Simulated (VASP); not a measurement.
# Al (Fm-3m) in VASP: single point with PBE

Aim: the single point of Al with PBE.

All numbers are computed with VASP 6.6.1; they aren't measurements. Logs are shortened: lines on timing, memory, paths and dates and some standing lists are left out, and cuts for length are marked.

## Step 1: The cell of the first run

Symmetry: Fm-3m, No. 225, cubic system. The conventional cell has a = 4.039 Å, b = 4.039 Å, c = 4.039 Å, α = 90.00°, β = 90.00°, γ = 90.00°. Al (site symmetry m-3m) has 12 Al at 2.86 Å within 3.8 Å.

## Step 2: Single point, PBE

INCAR

```
SYSTEM = Al
  ALGO = Normal
  EDIFF = 1E-6
  ENCUT = 520
  GGA = PE
  ISIF = 2
  ISMEAR = 0
  LASPH = .TRUE.
  LCHARG = .TRUE.
  LELF = .TRUE.
  LREAL = .FALSE.
  LVHAR = .TRUE.
  LWAVE = .FALSE.
  NBANDS = 8
  NELM = 100
  PREC = Accurate
  SIGMA = 0.1
```

KPOINTS

```
k-points
0
G
  8 8 8
  0 0 0
```

POSCAR

```
Al
1.0
    0.0000000000      2.0194648500      2.0194648500
    2.0194648500      0.0000000000      2.0194648500
    2.0194648500      2.0194648500      0.0000000000
Al
1
Direct
    0.0000000000      0.0000000000      0.0000000000
```

Potentials or basis: VASP PAW PBE potentials, release 64 (Al).

The run is started by

```bash
$ cat potpaw_PBE.64/Al/POTCAR > POTCAR
$ mpirun -np 1 vasp_std > vasp.out
```

OUTCAR:

```text
SYSTEM = Al
   EDIFF = 1E-6
   ENCUT = 520
   GGA = PE
   ISIF = 2
   ISMEAR = 0
   LASPH = .TRUE.
   LREAL = .FALSE.
   NELM = 100
   PREC = Accurate

 ion  position               nearest neighbor table
   1  0.000  0.000  0.000-

  LATTYP: Found a face centered cubic cell.
 ALAT       =     4.0389297000

  Lattice vectors:

 A1 = (   0.0000000000,   2.0194648500,   2.0194648500)
 A2 = (   2.0194648500,   0.0000000000,   2.0194648500)
 A3 = (   2.0194648500,   2.0194648500,   0.0000000000)

Analysis of symmetry for initial positions (statically):
=====================================================================
 Subroutine PRICEL returns:
 Original cell was already a primitive cell.

 Routine SETGRP: Setting up the symmetry group for a
 face centered cubic supercell.

 Subroutine GETGRP returns: Found 48 space group operations
 (whereof 48 operations were pure point group operations)
 out of a pool of 48 trial point group operations.

The static configuration has the point symmetry O_h .

Analysis of symmetry for dynamics (positions and initial velocities):
=====================================================================
 Subroutine PRICEL returns:
 Original cell was already a primitive cell.

 Routine SETGRP: Setting up the symmetry group for a
 face centered cubic supercell.

 Subroutine GETGRP returns: Found 48 space group operations
 (whereof 48 operations were pure point group operations)
 out of a pool of 48 trial point group operations.

The dynamic configuration has the point symmetry O_h .

 Subroutine INISYM returns: Found 48 space group operations
 (whereof 48 operations are pure point group operations),
 and found     1 'primitive' translations

----------------------------------------------------------------------------------------

                                     Primitive cell

  volume of cell :      16.4717

  direct lattice vectors                    reciprocal lattice vectors
     0.000000000  2.019464850  2.019464850    -0.247590346  0.247590346  0.247590346
     2.019464850  0.000000000  2.019464850     0.247590346 -0.247590346  0.247590346
     2.019464850  2.019464850  0.000000000     0.247590346  0.247590346 -0.247590346

  length of vectors
     2.855954580  2.855954580  2.855954580     0.428839058  0.428839058  0.428839058

  position of ions in fractional coordinates (direct lattice)
     0.000000000  0.000000000  0.000000000

  ion indices of the primitive-cell ions
   primitive index   ion index
                 1           1

----------------------------------------------------------------------------------------

 KPOINTS: k-points

Automatic generation of k-mesh.
 Grid dimensions read from file:
 generate k-points for:    8    8    8

 Generating k-lattice:

  Cartesian coordinates                     Fractional coordinates (reciprocal lattice)
    -0.030948793  0.030948793  0.030948793     0.125000000  0.000000000  0.000000000
     0.030948793 -0.030948793  0.030948793     0.000000000  0.125000000  0.000000000
     0.030948793  0.030948793 -0.030948793     0.000000000  0.000000000  0.125000000

  Length of vectors
     0.053604882  0.053604882  0.053604882

  Shift w.r.t. Gamma in fractional coordinates (k-lattice)
     0.000000000  0.000000000  0.000000000

 Subroutine IBZKPT returns following result:
 ===========================================

 Found     29 irreducible k-points:

 Following reciprocal coordinates:
            Coordinates               Weight
  0.000000  0.000000  0.000000      1.000000
  0.125000  0.000000  0.000000      8.000000
  0.250000  0.000000  0.000000      8.000000
  0.375000  0.000000  0.000000      8.000000
  0.500000  0.000000  0.000000      4.000000
  0.125000  0.125000  0.000000      6.000000
[... 16 lines left out ...]
  0.500000  0.250000  0.125000     48.000000
 -0.375000  0.250000  0.125000     24.000000
 [... further k-points ...]
   k-points           NKPTS =     29   k-points in BZ     NKDIM =     29   number of bands    NBANDS=      8
   number of dos      NEDOS =    301   number of ions     NIONS =      1
   total plane-waves  NPLWV =  13824
   dimension x,y,z NGX =    24 NGY =   24 NGZ =   24
   dimension x,y,z NGXF=    48 NGYF=   48 NGZF=   48
   ions per type =               1
   NGX,Y,Z   is equivalent  to a cutoff of  13.97, 13.97, 13.97 a.u.
   NGXF,Y,Z  is equivalent  to a cutoff of  27.94, 27.94, 27.94 a.u.
 SYSTEM =  Al
   PREC   = accura    normal or accurate (medium, high low for compatibility)
   ISTART =      0    job   : 0-new  1-cont  2-samecut
   ICHARG =      2    charge: 1-file 2-atom 10-const
   ISPIN  =      1    spin polarized calculation?
   LNONCOLLINEAR =      F non collinear calculations
   LSORBIT =      F    spin-orbit coupling
   LASPH  =      T    aspherical Exc in radial PAW
   ENCUT  =  520.0 eV  38.22 Ry    6.18 a.u.   5.31  5.31  5.31*2*pi/ulx,y,z
   NELM   =    100;   NELMIN=  2; NELMDL= -5     # of ELM steps
   EDIFF  = 0.1E-05   stopping-criterion for ELM
   LREAL  =      F    real-space projection
   EDIFFG = 0.1E-04   stopping-criterion for IOM
   NSW    =      0    number of steps for IOM
   IBRION =     -1    ionic relax: 0-MD 1-quasi-New 2-CG
   NFREE  =      0    steps in history (QN), initial steepest desc. (CG)
   ISIF   =      2    stress and relaxation
   ISYM   =      2    0-nonsym 1-usesym 2-fastsym
   POTIM  = 0.5000    time-step for ionic-motion
   TEBEG  =    0.0;   TEEND  =   0.0 temperature during run
   PSTRESS=    0.0 pullay stress
   NELECT =       3.0000    total number of electrons
   NUPDOWN=      -1.0000    fix difference up-down
   EMIN   =  10.00;   EMAX   =-10.00  energy-range for DOS
   EFERMI =   0.00;   METHOD = LEGACY
   ISMEAR =     0;   SIGMA  =   0.10  broadening in eV -4-tet -1-fermi 0-gaus
   EFERMI_NEDOS =   21; number of points for ismear=-14 and -15
   IALGO  =     38    algorithm
   IMIX   =      4    mixing-type and parameters
     AMIX     =   0.40;   BMIX     =  1.00
     AMIX_MAG =   1.60;   BMIX_MAG =  1.00
  volume/ion in A,a.u.               =      16.47       111.16
  Fermi-wavevector in a.u.,A,eV,Ry     =   0.927974  1.753616 11.716453  0.861135
  Thomas-Fermi vector in A             =   2.054101
   LORBIT       =      0    0 simple, 1 ext, 2 COOP (PROOUT), +10 PAW based schemes
   GGA     = PE    functional components
   LHFCALC =     F    Hartree Fock is set to
   AEXX    =    0.0000 exact exchange contribution
   IVDW    =     0    specifies the selected vdW correction
   LEPSILON=     F    determine dielectric tensor
   LRPA    =     F    only Hartree local field effects (RPA)
 non-spin polarized calculation
 Gauss-broadening in eV      SIGMA  =   0.10
  energy-cutoff  :      520.00
  volume of cell :       16.47
 maximum number of plane-waves:       459
 NGX is ok and might be reduce to    24
   NGX = 11   NGY = 11   NGZ = 11

 number of electron       3.0000000 magnetization

 Free energy of the ion-electron system (eV)
  ---------------------------------------------------
  ext. energy  EPLUGINS =         0.00000000
  ---------------------------------------------------
  free energy    TOTEN  =        -3.74155593 eV

  energy without entropy =       -3.73842774  energy(sigma->0) =       -3.73999183

 E-fermi :   8.0774     XC(G=0): -10.2017

 val. band max:        7.6926389195   @ k =  -0.2500   0.3750   0.1250
 cond. band min:       8.1544759488   @ k =   0.5000   0.2500   0.1250
 fundamental gap:      0.4618370294
 Fermi energy:         8.0773552502

 k-point     1 :       0.0000    0.0000    0.0000
  band No.  band energies     occupation
      1      -3.1271      2.00000
      2      20.6483      0.00000
      3      20.6483      0.00000
      4      20.6483      0.00000
      5      22.1537      0.00000
      6      22.1537      0.00000
      7      22.1537      0.00000
      8      24.4989      0.00000

 k-point     2 :       0.1250    0.0000    0.0000
  band No.  band energies     occupation
      1      -2.7023      2.00000
      2      16.3433      0.00000
      3      19.7064      0.00000
      4      19.7064      0.00000
      5      22.7547      0.00000
      6      23.6960      0.00000
      7      23.6960      0.00000
      8      25.6998      0.00000

 k-point     3 :       0.2500    0.0000    0.0000
  band No.  band energies     occupation
      1      -1.4355      2.00000
      2      11.4623      0.00000
      3      18.9401      0.00000
      4      18.9401      0.00000
      5      22.3912      0.00000
      6      22.7938      0.00000
      7      22.7938      0.00000
      8      26.8008      0.00000

 k-point     4 :       0.3750    0.0000    0.0000
  band No.  band energies     occupation
      1       0.6512      2.00000
      2       7.1520      2.00000
      3      18.8491      0.00000
      4      18.8491      0.00000
      5      20.7994      0.00000
      6      20.7994      0.00000
      7      22.4618      0.00000
      8      24.7354      0.00000

 k-point     5 :       0.5000    0.0000    0.0000
  band No.  band energies     occupation
      1       3.4190      2.00000
      2       3.6379      2.00000
      3      19.4486      0.00000
      4      19.4486      0.00000
      5      19.4875      0.00000
      6      19.4875      0.00000
      7      23.1560      0.00000
      8      23.3241      0.00000

 k-point     6 :       0.1250    0.1250    0.0000
  band No.  band energies     occupation
      1      -2.5609      2.00000
      2      17.9442      0.00000
      3      17.9442      0.00000
      4      18.1800      0.00000
      5      20.9980      0.00000
      6      22.6702      0.00000
      7      25.6646      0.00000
      8      25.6646      0.00000

 k-point     7 :       0.2500    0.1250    0.0000
  band No.  band energies     occupation
      1      -1.5757      2.00000
      2      13.3260      0.00000
      3      16.8775      0.00000
      4      18.3918      0.00000
      5      19.6415      0.00000
      6      22.1865      0.00000
      7      26.0962      0.00000
      8      26.2517      0.00000
[... 133 lines left out ...]
 k-point    20 :      -0.3750    0.3750    0.0000
  band No.  band energies     occupation
      1       6.1306      2.00000
      2       6.6554      2.00000
      3       7.6252      2.00000
      4      14.5929      0.00000
      5      16.2345      0.00000
      6      23.7255      0.00000
      7      29.8455      0.00000
      8      30.2172      0.00000

 k-point    21 :       0.5000    0.5000    0.0000
  band No.  band energies     occupation
      1       5.0918      2.00000
      2       6.4178      2.00000
      3      13.2784      0.00000
      4      13.6220      0.00000
      5      13.6220      0.00000
      6      17.1038      0.00000
      7      33.4524      0.00000
      8      34.9654      0.00000

 k-point    22 :       0.3750    0.2500    0.1250
  band No.  band energies     occupation
      1      -0.3191      2.00000
      2      11.8701      0.00000
      3      13.2865      0.00000
      4      16.8128      0.00000
      5      20.1717      0.00000
      6      21.9693      0.00000
      7      24.9887      0.00000
      8      28.3361      0.00000

 k-point    23 :       0.5000    0.2500    0.1250
  band No.  band energies     occupation
      1       1.7499      2.00000
      2       8.1545      0.27543
      3      12.6040      0.00000
      4      14.6730      0.00000
      5      20.8061      0.00000
      6      22.9022      0.00000
      7      25.0437      0.00000
      8      29.0186      0.00000

 k-point    24 :      -0.3750    0.2500    0.1250
  band No.  band energies     occupation
      1       4.4665      2.00000
      2       4.7315      2.00000
      3      12.9925      0.00000
      4      13.4843      0.00000
      5      21.3390      0.00000
      6      21.7618      0.00000
      7      28.3588      0.00000
      8      28.6566      0.00000

 [... further k-points ...]

------------------------ aborting loop because EDIFF is reached ----------------------------------------

  FORCE on cell =-STRESS in cart. coord.  units (eV):
  Direction    XX          YY          ZZ          XY          YZ          ZX
  --------------------------------------------------------------------------------------
  -------------------------------------------------------------------------------------
  Total        0.0184999      0.0184999      0.0184999     -0.0000000      0.0000000     -0.0000000
  in kB        1.7994581      1.7994581      1.7994581     -0.0000000      0.0000000     -0.0000000
  external PRESSURE =       1.7994581 kB  Pullay stress =       0.0000000 kB

 VOLUME and BASIS-vectors are now :
 -----------------------------------------------------------------------------
  energy-cutoff  :      520.00
  volume of cell :       16.47
      direct lattice vectors                 reciprocal lattice vectors
     0.000000000  2.019464850  2.019464850    -0.247590346  0.247590346  0.247590346
     2.019464850  0.000000000  2.019464850     0.247590346 -0.247590346  0.247590346
     2.019464850  2.019464850  0.000000000     0.247590346  0.247590346 -0.247590346

 POSITION                                       TOTAL-FORCE (eV/Angst)
 -----------------------------------------------------------------------------------
      0.00000      0.00000      0.00000         0.000000      0.000000      0.000000
 -----------------------------------------------------------------------------------
    total drift:                               -0.000000      0.000000      0.000000

  FREE ENERGIE OF THE ION-ELECTRON SYSTEM (eV)
  ---------------------------------------------------
  free  energy   TOTEN  =        -3.7415559289 eV

  energy  without entropy=       -3.7384277360  energy(sigma->0) =       -3.73999183
```

Wall time 6.3 s (1 thread of Intel Xeon 8259CL, shared host); peak memory 0.13 GiB.

Results:

| Item | Value |
| --- | --- |
| Free energy | -3.7416 eV |
| Pressure | 0.2 GPa |
